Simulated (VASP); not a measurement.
# RbBr (Fm-3m) in VASP: relaxation of the atoms with r2SCAN

Aim: the relaxation of the atoms of RbBr with r2SCAN.

Program: VASP 6.6.1. These are calculated values, not measurements. Logs are shortened: lines on timing, memory, paths and dates and some standing lists are left out, and cuts for length are marked.

**1. The cell of the first run**

Symmetry: Fm-3m, No. 225, cubic system. The conventional cell has a = 6.912 Å, b = 6.912 Å, c = 6.912 Å, α = 90.00°, β = 90.00°, γ = 90.00°. Rb (site symmetry m-3m) has 6 Br at 3.46 Å within 4.5 Å. Within 4.5 Å of Br (site symmetry m-3m) lie 6 Rb at 3.46 Å.

**2. Relaxation of the atoms, r2SCAN**

File POSCAR:

```
RbBr
1.0
    0.0000000000      3.4559503595      3.4559503595
    3.4559503595      0.0000000000      3.4559503595
    3.4559503595      3.4559503595      0.0000000000
Rb Br
1 1
Direct
    0.0000000000      0.0000000000      0.0000000000
    0.5000000000      0.5000000000      0.5000000000
```

File INCAR.step1:

```
SYSTEM = RbBr
PREC     = Accurate       ! precision mode
ENCUT    = 520            ! plane-wave cutoff, eV
ISMEAR   = -1             ! smearing method
SIGMA    = 0.03           ! smearing width, eV
LREAL    = .False.        ! projectors in reciprocal space
LASPH    = .True.         ! aspherical terms in the spheres
NELM     = 100            ! most SCF steps
GGA      = PE             ! functional
ALGO     = Normal         ! electronic algorithm
EDIFF    = 1E-4           ! SCF threshold, eV
LWAVE    = .True.         ! write WAVECAR
LCHARG   = .False.        ! write CHGCAR
```

File INCAR.step2:

```
SYSTEM = RbBr
PREC     = Accurate       ! precision mode
ENCUT    = 520            ! plane-wave cutoff, eV
EDIFF    = 1E-6           ! SCF threshold, eV
ISMEAR   = -1             ! smearing method
SIGMA    = 0.03           ! smearing width, eV
LREAL    = .False.        ! projectors in reciprocal space
LASPH    = .True.         ! aspherical terms in the spheres
NELM     = 100            ! most SCF steps
ALGO     = Normal         ! electronic algorithm
ISIF     = 2              ! what is computed and relaxed
LWAVE    = .False.        ! write WAVECAR
LCHARG   = .False.        ! write CHGCAR
METAGGA  = R2SCAN         ! meta-GGA
LMIXTAU  = .True.       
IBRION   = 2              ! ionic algorithm
NSW      = 50             ! ionic steps
EDIFFG   = -0.01          ! ionic threshold
ISTART   = 1
```

File KPOINTS:

```
regular mesh
0
Gamma
  7 7 7
  0 0 0
```

Potentials or basis: VASP PAW PBE potentials, release 64 (Rb_sv, Br).

Command:

```
$ cat potpaw_PBE.64/Rb_sv/POTCAR potpaw_PBE.64/Br/POTCAR > POTCAR
$ cp INCAR.step1 INCAR
$ mpirun -np 1 vasp_std > vasp.out
$ cp INCAR.step2 INCAR
$ mpirun -np 1 vasp_std > vasp.out
```

OUTCAR:

```text
SYSTEM = RbBr
   PREC = Accurate
   ENCUT = 520
   EDIFF = 1E-6
   ISMEAR = -1
   LREAL = .False.
   LASPH = .True.
   NELM = 100
   ISIF = 2
   METAGGA = R2SCAN
   IBRION = 2
   NSW = 50
   EDIFFG = -0.01
   ISTART = 1

 ion  position               nearest neighbor table
   1  0.000  0.000  0.000-   2 3.46   2 3.46   2 3.46   2 3.46   2 3.46   2 3.46
   2  0.500  0.500  0.500-   1 3.46   1 3.46   1 3.46   1 3.46   1 3.46   1 3.46

  LATTYP: Found a face centered cubic cell.
 ALAT       =     6.9119007190

  Lattice vectors:

 A1 = (   0.0000000000,   3.4559503595,   3.4559503595)
 A2 = (   3.4559503595,   0.0000000000,   3.4559503595)
 A3 = (   3.4559503595,   3.4559503595,   0.0000000000)

Analysis of symmetry for initial positions (statically):
=====================================================================
 Subroutine PRICEL returns:
 Original cell was already a primitive cell.

 Routine SETGRP: Setting up the symmetry group for a
 face centered cubic supercell.

 Subroutine GETGRP returns: Found 48 space group operations
 (whereof 48 operations were pure point group operations)
 out of a pool of 48 trial point group operations.

The static configuration has the point symmetry O_h .

Analysis of symmetry for dynamics (positions and initial velocities):
=====================================================================
 Subroutine PRICEL returns:
 Original cell was already a primitive cell.

 Routine SETGRP: Setting up the symmetry group for a
 face centered cubic supercell.

 Subroutine GETGRP returns: Found 48 space group operations
 (whereof 48 operations were pure point group operations)
 out of a pool of 48 trial point group operations.

The dynamic configuration has the point symmetry O_h .

 Subroutine INISYM returns: Found 48 space group operations
 (whereof 48 operations are pure point group operations),
 and found     1 'primitive' translations

----------------------------------------------------------------------------------------

                                     Primitive cell

  volume of cell :      82.5529

  direct lattice vectors                    reciprocal lattice vectors
     0.000000000  3.455950360  3.455950360    -0.144678004  0.144678004  0.144678004
     3.455950360  0.000000000  3.455950360     0.144678004 -0.144678004  0.144678004
     3.455950360  3.455950360  0.000000000     0.144678004  0.144678004 -0.144678004

  length of vectors
     4.887451869  4.887451869  4.887451869     0.250589654  0.250589654  0.250589654

[... 85 lines left out ...]
   PSTRESS=    0.0 pullay stress
   NELECT =      16.0000    total number of electrons
   NUPDOWN=      -1.0000    fix difference up-down
   EMIN   =  10.00;   EMAX   =-10.00  energy-range for DOS
   EFERMI =   0.00;   METHOD = LEGACY
   ISMEAR =    -1;   SIGMA  =   0.03  broadening in eV -4-tet -1-fermi 0-gaus
   EFERMI_NEDOS =   21; number of points for ismear=-14 and -15
   IALGO  =     38    algorithm
   IMIX   =      4    mixing-type and parameters
     AMIX     =   0.40;   BMIX     =  1.00
     AMIX_MAG =   1.60;   BMIX_MAG =  1.00
  volume/ion in A,a.u.               =      41.28       278.55
  Fermi-wavevector in a.u.,A,eV,Ry     =   0.947409  1.790343 12.212359  0.897583
  Thomas-Fermi vector in A             =   2.075499
   LORBIT       =      0    0 simple, 1 ext, 2 COOP (PROOUT), +10 PAW based schemes
   METAGGA = R2SCAN    functional components
   LHFCALC =     F    Hartree Fock is set to
   AEXX    =    0.0000 exact exchange contribution
   IVDW    =     0    specifies the selected vdW correction
   LEPSILON=     F    determine dielectric tensor
   LRPA    =     F    only Hartree local field effects (RPA)
 conjugate gradient relaxation of ions
 non-spin polarized calculation
  energy-cutoff  :      520.00
  volume of cell :       82.55
 maximum number of plane-waves:      2239
   NGX = 19   NGY = 19   NGZ = 19

 number of electron      15.9999997 magnetization

 Free energy of the ion-electron system (eV)
  ---------------------------------------------------
  ext. energy  EPLUGINS =         0.00000000
  ---------------------------------------------------
  free energy    TOTEN  =       -31.15550924 eV

  energy without entropy =      -31.15550924  energy(sigma->0) =      -31.15550924

 E-fermi :  -1.5330     XC(G=0):  -7.5233

 val. band max:       -2.2516028855   @ k =   0.0000   0.0000   0.0000
 cond. band min:       2.6520219683   @ k =   0.0000   0.0000   0.0000
 fundamental gap:      4.9036248537
 Fermi energy:        -1.5329952629

 k-point     1 :       0.0000    0.0000    0.0000
  band No.  band energies     occupation
      1     -27.4606      2.00000
      2     -14.8398      2.00000
      3     -10.9879      2.00000
      4     -10.9879      2.00000
      5     -10.9879      2.00000
      6      -2.2516      2.00000
      7      -2.2516      2.00000
      8      -2.2516      2.00000
      9       2.6520      0.00000
     10       5.6239      0.00000
     11       5.6239      0.00000
     12       5.6239      0.00000
[... 271 lines left out ...]
 k-point    20 :      -0.2857    0.4286    0.1429
  band No.  band energies     occupation
      1     -27.4499      2.00000
      2     -14.8175      2.00000
      3     -11.1088      2.00000
      4     -11.0727      2.00000
      5     -10.9749      2.00000
      6      -2.7562      2.00000
      7      -2.6204      2.00000
      8      -2.5536      2.00000
      9       4.9993      0.00000
     10       5.6842      0.00000
     11       6.8359      0.00000
     12       7.1435      0.00000

------------------------ aborting loop because EDIFF is reached ----------------------------------------

  FORCE on cell =-STRESS in cart. coord.  units (eV):
  Direction    XX          YY          ZZ          XY          YZ          ZX
  --------------------------------------------------------------------------------------
  -------------------------------------------------------------------------------------
  Total        0.0536865      0.0536865      0.0536865      0.0000000     -0.0000000      0.0000000
  in kB        1.0419416      1.0419416      1.0419416      0.0000000     -0.0000000      0.0000000
  external PRESSURE =       1.0419416 kB  Pullay stress =       0.0000000 kB

 VOLUME and BASIS-vectors are now :
 -----------------------------------------------------------------------------
  energy-cutoff  :      520.00
  volume of cell :       82.55
      direct lattice vectors                 reciprocal lattice vectors
     0.000000000  3.455950360  3.455950360    -0.144678004  0.144678004  0.144678004
     3.455950360  0.000000000  3.455950360     0.144678004 -0.144678004  0.144678004
     3.455950360  3.455950360  0.000000000     0.144678004  0.144678004 -0.144678004

 POSITION                                       TOTAL-FORCE (eV/Angst)
 -----------------------------------------------------------------------------------
      0.00000      0.00000      0.00000        -0.000000     -0.000000      0.000000
      3.45595      3.45595      3.45595         0.000000      0.000000     -0.000000
 -----------------------------------------------------------------------------------
    total drift:                                0.000000      0.000000      0.000000

  FREE ENERGIE OF THE ION-ELECTRON SYSTEM (eV)
  ---------------------------------------------------
  free  energy   TOTEN  =       -31.1555092427 eV

  energy  without entropy=      -31.1555092427  energy(sigma->0) =      -31.15550924

 reached required accuracy - stopping structural energy minimisation
```

OUTCAR.step1:

```text
SYSTEM = RbBr
   PREC = Accurate
   ENCUT = 520
   ISMEAR = -1
   LREAL = .False.
   LASPH = .True.
[... 513 lines left out ...]
      0.00000      0.00000      0.00000        -0.000000      0.000000     -0.000000
      3.45595      3.45595      3.45595         0.000000     -0.000000      0.000000
 -----------------------------------------------------------------------------------
    total drift:                                0.000000      0.000000      0.000000

  FREE ENERGIE OF THE ION-ELECTRON SYSTEM (eV)
  ---------------------------------------------------
  free  energy   TOTEN  =        -6.1079811712 eV

  energy  without entropy=       -6.1079811712  energy(sigma->0) =       -6.10798117
```

OSZICAR.step1:

```text
N       E                     dE             d eps       ncg     rms          rms(c)
DAV:   1     0.917131472483E+02    0.91713E+02   -0.66484E+03   480   0.113E+03
DAV:   2     0.140754310107E+00   -0.91572E+02   -0.84952E+02   704   0.190E+02
DAV:   3    -0.614872791609E+01   -0.62895E+01   -0.62551E+01   608   0.551E+01
DAV:   4    -0.633128922789E+01   -0.18256E+00   -0.18242E+00   748   0.855E+00
DAV:   5    -0.633285383138E+01   -0.15646E-02   -0.15644E-02   608   0.818E-01    0.279E+00
DAV:   6    -0.611220834027E+01    0.22065E+00   -0.35412E-01   568   0.294E+00    0.188E+00
DAV:   7    -0.609470558090E+01    0.17503E-01   -0.16659E-01   592   0.212E+00    0.934E-01
DAV:   8    -0.610670046786E+01   -0.11995E-01   -0.17265E-02   580   0.882E-01    0.102E-01
DAV:   9    -0.610752194797E+01   -0.82148E-03   -0.13384E-03   624   0.210E-01    0.698E-02
DAV:  10    -0.610796842646E+01   -0.44648E-03   -0.48003E-04   532   0.158E-01    0.134E-02
DAV:  11    -0.610798117124E+01   -0.12745E-04   -0.29908E-05   444   0.381E-02
   1 F= -.61079812E+01 E0= -.61079812E+01  d E =-.194839E-10
```

Wall time 87 s (1 thread of AMD EPYC 7R43 (Zen 3), shared host); peak memory 0.18 GiB.

What came out:

```
Free energy             : -31.1555 eV
Pressure after relaxing : 0.1 GPa
Band gap on the k mesh  : 4.90 eV
```

Final structure:
```
Rb Br
1.0
     0.00000    3.45595    3.45595
     3.45595    0.00000    3.45595
     3.45595    3.45595    0.00000
Rb Br
1 1
Direct
  0.00000 0.00000 0.00000
  0.50000 0.50000 0.50000
```

Levels at points of the mesh, in eV from the valence-band top:
| k point | band 6 | band 7 | band 8 | band 9 | band 10 | band 11 |
| --- | --- | --- | --- | --- | --- | --- |
| (0.00, 0.00, 0.00) | 0.00 | 0.00 | 0.00 | 4.90 | 7.88 | 7.88 |

Caveat: the relaxation stopped at its first step, so nothing moved; the PAW data sets were made with another functional, which shifts forces and pressure a little; an odd mesh through Γ misses points on the zone boundary, where band edges can lie.
